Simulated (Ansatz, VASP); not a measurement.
Two plane-wave programs on Ni

Contents of INCAR:

```
SYSTEM = Ni
ALGO     = Fast           ! electronic algorithm
EDIFF    = 1E-6           ! SCF threshold, eV
ENCUT    = 520            ! plane-wave cutoff, eV
ISIF     = 2              ! what is computed and relaxed
ISMEAR   = 0              ! smearing method
ISPIN    = 2              ! spin polarisation
LASPH    = .TRUE.         ! aspherical terms in the spheres
LCHARG   = .TRUE.         ! write CHGCAR
LELF     = .TRUE.         ! ELF
LMAXMIX  = 4              ! l up to which the mixer works
LORBIT   = 11             ! projections on sites
LREAL    = .FALSE.        ! projectors in reciprocal space
LVHAR    = .TRUE.       
LWAVE    = .FALSE.        ! write WAVECAR
MAGMOM   = 0.8 -0.8       ! initial moments
NBANDS   = 21             ! bands
NELM     = 150            ! most SCF steps
PREC     = Accurate       ! precision mode
SIGMA    = 0.05           ! smearing width, eV
```

Contents of KPOINTS:

```
k-points
0
G
  14 14 10
  0 0 0
```

File POSCAR:

```
Ni
1.0
    0.0000000000      1.7123229041     -1.7123229041
    0.0000000000      1.7123229041      1.7123229041
    3.4246458082      0.0000000000      0.0000000000
Ni
2
Direct
    0.0000000000      0.0000000000      0.0000000000
    0.5000000000      0.5000000000      0.5000000000
```

Input for Ansatz:

```yaml
crystal:
  lattice:
    - [0.0, 1.7123229041, -1.7123229041]
    - [0.0, 1.7123229041, 1.7123229041]
    - [3.4246458082, 0.0, 0.0]
  atoms:
    - { symbol: Ni, position: [0.0, 0.0, 0.0], spin: 0.8 }
    - { symbol: Ni, position: [0.5, 0.5, 0.5], spin: -0.8 }
basis:
  ecutwfc: 420
  ecutrho_ratio: 4
kpoints:
  mp_grid: { grid: [14, 14, 10] }
hamiltonian:
  xc: lda
scf:
  occupations: { method: gaussian, width: 0.05 }
  lower_state_search: "off"
output:
  forces: true
  stress: true
  eigenvalues: true
  populations: true
magnetization:
  spin_polarized: true
```

Alike in both runs: task single point; functional LDA; k mesh 14 × 14 × 10; occupations gaussian, width 0.05 eV; collinear spin.

|  | VASP | Ansatz |
| --- | --- | --- |
| version | VASP 6.6.1 | Ansatz 0.2.0 |
| potentials or method | VASP PAW LDA potentials, release 64 (Ni), cutoff 520 eV | scalar-relativistic, plane waves, PAW |
| valence electrons in the cell | 20 | 36 |

```csv
,VASP,Ansatz,Ansatz less VASP
gap on the k mesh at the Fermi level (eV),none,none,-
pressure (GPa),-1.5,-1.5,-0.04
"traceless stress, the component that is largest in VASP (GPa)",-0.24,-0.22,+0.025
net moment per atom (μB),0.00,0.00,0.000
```

LDA's correlation is that of Perdew and Zunger in VASP and of Perdew and Wang (1992) in Ansatz. A gap of «none» marks a metal or a gap that the smearing closes. VASP's potentials hold 20 valence electrons a cell and Ansatz's 36, so a difference there can come from the potentials and not from the codes. Ansatz's warnings: seeded moment not kept.
